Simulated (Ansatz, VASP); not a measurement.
# TiSi: VASP beside Ansatz

```
Ti Si
1.0
     4.38911    0.00000    0.00000
    -2.19455    3.80108    0.00000
     0.00000    0.00000    4.93571
Ti Si
2 2
Direct
  0.33333 0.66667 0.75000
  0.66667 0.33333 0.25000
  0.33333 0.66667 0.25000
  0.66667 0.33333 0.75000
```

Alike in both runs: functional r2SCAN; k mesh 12 × 12 × 10; occupations gaussian, width 0.1 eV; no spin polarisation.

Ansatz relaxed the structure, and its values are those at the end. VASP's run is a single point on that final structure, the one shown.

```csv
,VASP,Ansatz
version,VASP 6.6.1,Ansatz 0.2.0
potentials or method,"VASP PAW PBE potentials, release 64 (Ti_sv, Si), cutoff 520 eV","scalar-relativistic, plane waves, PAW"
valence electrons in the cell,32,32
```

|  | VASP | Ansatz | Ansatz less VASP |
| --- | --- | --- | --- |
| gap on the k mesh at the Fermi level (eV) | none | none | - |
| pressure (GPa) | 0.2 | 0.0 | -0.16 |

VASP's potentials were made for PBE, not for r2SCAN. A gap of «none» marks a metal or a gap that the smearing closes.
